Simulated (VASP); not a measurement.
# ScF (F-43m) in VASP: a series of runs

Runs on ScF. Level: PBE. Tasks: single point.

Program: VASP 6.6.1. These are calculated values, not measurements. Logs are shortened: lines on timing, memory, paths and dates and some standing lists are left out, and cuts for length are marked.

## 1. The cell of the first run

Symmetry: F-43m, No. 216, cubic system. Conventional cell: a = 5.122 Å, b = 5.122 Å, c = 5.122 Å, α = 90.00°, β = 90.00°, γ = 90.00°. Within 2.9 Å of Sc (site symmetry -43m) lie 4 F at 2.22 Å. F (site symmetry -43m) has 4 Sc at 2.22 Å within 2.9 Å.

The cell was built from a structure type or drawn by symmetry, and may not be a known phase.

## 2. Single point, PBE

INCAR

```
PREC     = Accurate       # precision mode
ENCUT    = 600            # plane-wave cutoff, eV
EDIFF    = 1E-6           # SCF threshold, eV
ISMEAR   = 0              # smearing method
SIGMA    = 0.2            # smearing width, eV
LREAL    = False          # projectors in reciprocal space
LASPH    = True           # aspherical terms in the spheres
NELM     = 120            # most SCF steps
ALGO     = Normal         # electronic algorithm
ISIF     = 2              # what is computed and relaxed
LWAVE    = False          # write WAVECAR
LCHARG   = True           # write CHGCAR
GGA      = PE             # functional
LELF     = True           # ELF
LVHAR    = True         
NBANDS   = 16             # bands
GGA_COMPAT= False
```

KPOINTS

```
regular mesh
0
Gamma
  7 7 7
```

POSCAR

```
ScF
1.0
    0.0000000000      2.5612461230      2.5612461230
    2.5612461230      0.0000000000      2.5612461230
    2.5612461230      2.5612461230      0.0000000000
Sc F
1 1
Direct
    0.7500000000      0.7500000000      0.7500000000
    0.0000000000      0.0000000000      0.0000000000
```

Potentials or basis: VASP PAW PBE potentials, release 64 (Sc_sv, F).

Command:

```sh
> cat potpaw_PBE.64/Sc_sv/POTCAR potpaw_PBE.64/F/POTCAR > POTCAR
> mpirun -np 1 vasp_std > vasp.out
```

OUTCAR:

```text
PREC = Accurate
   ENCUT = 600
   EDIFF = 1E-6
   ISMEAR = 0
   LREAL = False
   LASPH = True
   NELM = 120
   ISIF = 2
   GGA = PE

 ion  position               nearest neighbor table
   1  0.750  0.750  0.750-   2 2.22   2 2.22   2 2.22   2 2.22
   2  0.000  0.000  0.000-   1 2.22   1 2.22   1 2.22   1 2.22

  LATTYP: Found a face centered cubic cell.
 ALAT       =     5.1224922460

  Lattice vectors:

 A1 = (   0.0000000000,   2.5612461230,   2.5612461230)
 A2 = (   2.5612461230,   0.0000000000,   2.5612461230)
 A3 = (   2.5612461230,   2.5612461230,   0.0000000000)

Analysis of symmetry for initial positions (statically):
=====================================================================
 Subroutine PRICEL returns:
 Original cell was already a primitive cell.

 Routine SETGRP: Setting up the symmetry group for a
 face centered cubic supercell.

 Subroutine GETGRP returns: Found 24 space group operations
 (whereof 24 operations were pure point group operations)
 out of a pool of 48 trial point group operations.

The static configuration has the point symmetry T_d .

Analysis of symmetry for dynamics (positions and initial velocities):
=====================================================================
 Subroutine PRICEL returns:
 Original cell was already a primitive cell.

 Routine SETGRP: Setting up the symmetry group for a
 face centered cubic supercell.

 Subroutine GETGRP returns: Found 24 space group operations
 (whereof 24 operations were pure point group operations)
 out of a pool of 48 trial point group operations.

The dynamic configuration has the point symmetry T_d .

 Subroutine INISYM returns: Found 24 space group operations
 (whereof 24 operations are pure point group operations),
 and found     1 'primitive' translations

----------------------------------------------------------------------------------------

                                     Primitive cell

  volume of cell :      33.6035

  direct lattice vectors                    reciprocal lattice vectors
     0.000000000  2.561246123  2.561246123    -0.195217475  0.195217475  0.195217475
     2.561246123  0.000000000  2.561246123     0.195217475 -0.195217475  0.195217475
     2.561246123  2.561246123  0.000000000     0.195217475  0.195217475 -0.195217475

  length of vectors
     3.622149004  3.622149004  3.622149004     0.338126585  0.338126585  0.338126585

  position of ions in fractional coordinates (direct lattice)
     0.750000000  0.750000000  0.750000000
     0.000000000  0.000000000  0.000000000

  ion indices of the primitive-cell ions
   primitive index   ion index
                 1           1
                 2           2

----------------------------------------------------------------------------------------

 KPOINTS: regular mesh

Automatic generation of k-mesh.
 Grid dimensions read from file:
 generate k-points for:    7    7    7

 Generating k-lattice:

  Cartesian coordinates                     Fractional coordinates (reciprocal lattice)
    -0.027888211  0.027888211  0.027888211     0.142857143  0.000000000  0.000000000
     0.027888211 -0.027888211  0.027888211     0.000000000  0.142857143  0.000000000
     0.027888211  0.027888211 -0.027888211     0.000000000  0.000000000  0.142857143

  Length of vectors
     0.048303798  0.048303798  0.048303798

  Shift w.r.t. Gamma in fractional coordinates (k-lattice)
     0.000000000  0.000000000  0.000000000

 Subroutine IBZKPT returns following result:
 ===========================================

 Found     20 irreducible k-points:

 Following reciprocal coordinates:
            Coordinates               Weight
  0.000000  0.000000  0.000000      1.000000
  0.142857  0.000000  0.000000      8.000000
  0.285714  0.000000  0.000000      8.000000
  0.428571  0.000000  0.000000      8.000000
  0.142857  0.142857  0.000000      6.000000
  0.285714  0.142857  0.000000     24.000000
[... 12 lines left out ...]
 -0.428571  0.428571  0.142857     24.000000
 -0.285714  0.428571  0.142857     24.000000
   k-points           NKPTS =     20   k-points in BZ     NKDIM =     20   number of bands    NBANDS=     16
   number of dos      NEDOS =    301   number of ions     NIONS =      2
   total plane-waves  NPLWV =  27000
   dimension x,y,z NGX =    30 NGY =   30 NGZ =   30
   dimension x,y,z NGXF=    60 NGYF=   60 NGZF=   60
   ions per type =               1   1
   NGX,Y,Z   is equivalent  to a cutoff of  13.77, 13.77, 13.77 a.u.
   NGXF,Y,Z  is equivalent  to a cutoff of  27.54, 27.54, 27.54 a.u.
 SYSTEM =  unknown system
   PREC   = accura    normal or accurate (medium, high low for compatibility)
   ISTART =      0    job   : 0-new  1-cont  2-samecut
   ICHARG =      2    charge: 1-file 2-atom 10-const
   ISPIN  =      1    spin polarized calculation?
   LNONCOLLINEAR =      F non collinear calculations
   LSORBIT =      F    spin-orbit coupling
   LASPH  =      T    aspherical Exc in radial PAW
   ENCUT  =  600.0 eV  44.10 Ry    6.64 a.u.   7.23  7.23  7.23*2*pi/ulx,y,z
   NELM   =    120;   NELMIN=  2; NELMDL= -5     # of ELM steps
   EDIFF  = 0.1E-05   stopping-criterion for ELM
   LREAL  =      F    real-space projection
[... 7 lines left out ...]
   TEBEG  =    0.0;   TEEND  =   0.0 temperature during run
   PSTRESS=    0.0 pullay stress
   NELECT =      18.0000    total number of electrons
   NUPDOWN=      -1.0000    fix difference up-down
   EMIN   =  10.00;   EMAX   =-10.00  energy-range for DOS
   EFERMI =   0.00;   METHOD = LEGACY
   ISMEAR =     0;   SIGMA  =   0.20  broadening in eV -4-tet -1-fermi 0-gaus
   EFERMI_NEDOS =   21; number of points for ismear=-14 and -15
   IALGO  =     38    algorithm
   IMIX   =      4    mixing-type and parameters
     AMIX     =   0.40;   BMIX     =  1.00
     AMIX_MAG =   1.60;   BMIX_MAG =  1.00
  volume/ion in A,a.u.               =      16.80       113.38
  Fermi-wavevector in a.u.,A,eV,Ry     =   1.329549  2.512483 24.051027  1.767701
  Thomas-Fermi vector in A             =   2.458703
   LORBIT       =      0    0 simple, 1 ext, 2 COOP (PROOUT), +10 PAW based schemes
   GGA     = PE    functional components
   LHFCALC =     F    Hartree Fock is set to
   AEXX    =    0.0000 exact exchange contribution
   IVDW    =     0    specifies the selected vdW correction
   LEPSILON=     F    determine dielectric tensor
   LRPA    =     F    only Hartree local field effects (RPA)
 non-spin polarized calculation
 Gauss-broadening in eV      SIGMA  =   0.20
  energy-cutoff  :      600.00
  volume of cell :       33.60
 maximum number of plane-waves:      1139
 NGX is ok and might be reduce to    30
   NGX = 15   NGY = 15   NGZ = 15

 number of electron      17.9999996 magnetization

 Free energy of the ion-electron system (eV)
  ---------------------------------------------------
  ext. energy  EPLUGINS =         0.00000000
  ---------------------------------------------------
  free energy    TOTEN  =       -12.39446345 eV

  energy without entropy =      -12.37684940  energy(sigma->0) =      -12.38565643

 E-fermi :   4.4280     XC(G=0):  -9.8468

 val. band max:        4.2904851730   @ k =   0.4286   0.0000   0.0000
 cond. band min:       4.5919949720   @ k =   0.2857   0.2857   0.0000
 fundamental gap:      0.3015097989
 Fermi energy:         4.4280493956

 k-point     1 :       0.0000    0.0000    0.0000
  band No.  band energies     occupation
      1     -46.2489      2.00000
      2     -24.7907      2.00000
      3     -24.7907      2.00000
      4     -24.7907      2.00000
      5     -22.2217      2.00000
      6      -3.9568      2.00000
[... 8 lines left out ...]
     15      16.3718      0.00000
     16      16.3718      0.00000

 k-point     2 :       0.1429    0.0000    0.0000
  band No.  band energies     occupation
      1     -46.2450      2.00000
      2     -24.8847      2.00000
      3     -24.7957      2.00000
      4     -24.7957      2.00000
      5     -22.1326      2.00000
      6      -4.0475      2.00000
[... 8 lines left out ...]
     15      14.2489      0.00000
     16      16.5322      0.00000

 k-point     3 :       0.2857    0.0000    0.0000
  band No.  band energies     occupation
      1     -46.2362      2.00000
      2     -25.0744      2.00000
      3     -24.8069      2.00000
      4     -24.8069      2.00000
      5     -21.9559      2.00000
      6      -4.1616      2.00000
[... 8 lines left out ...]
     15      11.5949      0.00000
     16      16.6165      0.00000

 k-point     4 :       0.4286    0.0000    0.0000
  band No.  band energies     occupation
      1     -46.2291      2.00000
      2     -25.2104      2.00000
      3     -24.8158      2.00000
      4     -24.8158      2.00000
      5     -21.8324      2.00000
      6      -4.1827      2.00000
[... 8 lines left out ...]
     15       9.7490      0.00000
     16      16.4023      0.00000

 k-point     5 :       0.1429    0.1429    0.0000
  band No.  band energies     occupation
      1     -46.2437      2.00000
      2     -24.9032      2.00000
      3     -24.8032      2.00000
      4     -24.8032      2.00000
      5     -22.1038      2.00000
      6      -4.0982      2.00000
[... 8 lines left out ...]
     15      15.1997      0.00000
     16      15.6345      0.00000

 k-point     6 :       0.2857    0.1429    0.0000
  band No.  band energies     occupation
      1     -46.2365      2.00000
      2     -25.0492      2.00000
      3     -24.8173      2.00000
      4     -24.8160      2.00000
      5     -21.9594      2.00000
      6      -4.1897      2.00000
[... 8 lines left out ...]
     15      12.8037      0.00000
     16      15.3540      0.00000
[... 191 lines left out ...]
 k-point    17 :       0.4286    0.2857    0.1429
  band No.  band energies     occupation
      1     -46.2299      2.00000
      2     -25.1548      2.00000
      3     -24.8529      2.00000
      4     -24.8232      2.00000
      5     -21.8383      2.00000
      6      -4.2024      2.00000
[... 8 lines left out ...]
     15      12.3663      0.00000
     16      13.2614      0.00000

 k-point    18 :      -0.4286    0.2857    0.1429
  band No.  band energies     occupation
      1     -46.2247      2.00000
      2     -25.2304      2.00000
      3     -24.8793      2.00000
      4     -24.8344      2.00000
      5     -21.7480      2.00000
      6      -4.1020      2.00000
[... 8 lines left out ...]
     15      10.5976      0.00000
     16      13.1342      0.00000

 k-point    19 :      -0.4286    0.4286    0.1429
  band No.  band energies     occupation
      1     -46.2223      2.00000
      2     -25.2628      2.00000
      3     -24.8767      2.00000
      4     -24.8528      2.00000
      5     -21.7088      2.00000
      6      -4.2365      2.00000
[... 8 lines left out ...]
     15      11.9280      0.00000
     16      12.4701      0.00000

 k-point    20 :      -0.2857    0.4286    0.1429
  band No.  band energies     occupation
      1     -46.2217      2.00000
      2     -25.2596      2.00000
      3     -24.8965      2.00000
      4     -24.8503      2.00000
      5     -21.6979      2.00000
      6      -4.0860      2.00000
[... 8 lines left out ...]
     15      10.8022      0.00000
     16      11.5530      0.00000

------------------------ aborting loop because EDIFF is reached ----------------------------------------

  FORCE on cell =-STRESS in cart. coord.  units (eV):
  Direction    XX          YY          ZZ          XY          YZ          ZX
  --------------------------------------------------------------------------------------
  -------------------------------------------------------------------------------------
  Total        0.0615037      0.0615037      0.0615037      0.0000000      0.0000000      0.0000000
  in kB        2.9324298      2.9324298      2.9324298      0.0000000      0.0000000      0.0000000
  external PRESSURE =       2.9324298 kB  Pullay stress =       0.0000000 kB

 VOLUME and BASIS-vectors are now :
 -----------------------------------------------------------------------------
  energy-cutoff  :      600.00
  volume of cell :       33.60
      direct lattice vectors                 reciprocal lattice vectors
     0.000000000  2.561246123  2.561246123    -0.195217475  0.195217475  0.195217475
     2.561246123  0.000000000  2.561246123     0.195217475 -0.195217475  0.195217475
     2.561246123  2.561246123  0.000000000     0.195217475  0.195217475 -0.195217475

 POSITION                                       TOTAL-FORCE (eV/Angst)
 -----------------------------------------------------------------------------------
      3.84187      3.84187      3.84187         0.000000      0.000000      0.000000
      0.00000      0.00000      0.00000        -0.000000     -0.000000     -0.000000
 -----------------------------------------------------------------------------------
    total drift:                                0.000000      0.000000      0.000000

  FREE ENERGIE OF THE ION-ELECTRON SYSTEM (eV)
  ---------------------------------------------------
  free  energy   TOTEN  =       -12.3944634515 eV

  energy  without entropy=      -12.3768494012  energy(sigma->0) =      -12.38565643
```

Run time: 19 s. Hardware: 1 thread of Intel Xeon Platinum 8488C (Sapphire Rapids), shared host; peak memory 0.17 GiB.

What came out:

```
Free energy            : -12.3945 eV
Pressure               : 0.3 GPa
Band gap on the k mesh : 0.30 eV (least direct gap 0.51 eV)
```

Caveat: an odd mesh through Γ misses points on the zone boundary, where band edges can lie.

## 3. Single point, PBE

This run uses another cell than the first one, of 16.74 Å³/atom.

INCAR

```
PREC = Accurate ; ENCUT = 600
EDIFF = 1E-6 ; ISMEAR = 0
SIGMA = 0.2 ; LREAL = False
LASPH = True ; NELM = 120
ALGO = Normal ; ISIF = 2
LWAVE = False ; LCHARG = False
GGA = PE ; NBANDS = 16
GGA_COMPAT = False
```

KPOINTS

```
Automatic mesh
0
Gamma
  7 7 7
```

POSCAR

```
ScF
1.0
    0.0000000000      2.5582320741      2.5582320741
    2.5582320741      0.0000000000      2.5582320741
    2.5582320741      2.5582320741      0.0000000000
Sc F
1 1
Direct
    0.0000000000      0.0000000000      0.0000000000
    0.7500000000      0.7500000000      0.7500000000
```

Potentials or basis: VASP PAW PBE potentials, release 64 (Sc_sv, F).

Command:

```sh
> cat potpaw_PBE.64/Sc_sv/POTCAR potpaw_PBE.64/F/POTCAR > POTCAR
> mpirun -np 1 vasp_std > vasp.out
```

It took 22 s on 1 thread of Intel Xeon Platinum 8488C (Sapphire Rapids), shared host; peak memory 0.16 GiB.

The run converged. Its results:

- Free energy: -12.3940 eV
- Pressure: 0.6 GPa
- Band gap on the k mesh: 0.30 eV (least direct gap 0.51 eV)

Levels at points of the mesh, in eV from the valence-band top:
```
           k point  band 5  band 6  band 7  band 8  band 9  band 10  band 11  band 12  band 13  band 14
(0.00, 0.00, 0.00)  -26.53   -8.27   -8.27   -8.27   -2.34     1.57     1.57     2.44     2.44     2.44
```

Caveat: an odd mesh through Γ misses points on the zone boundary, where band edges can lie.
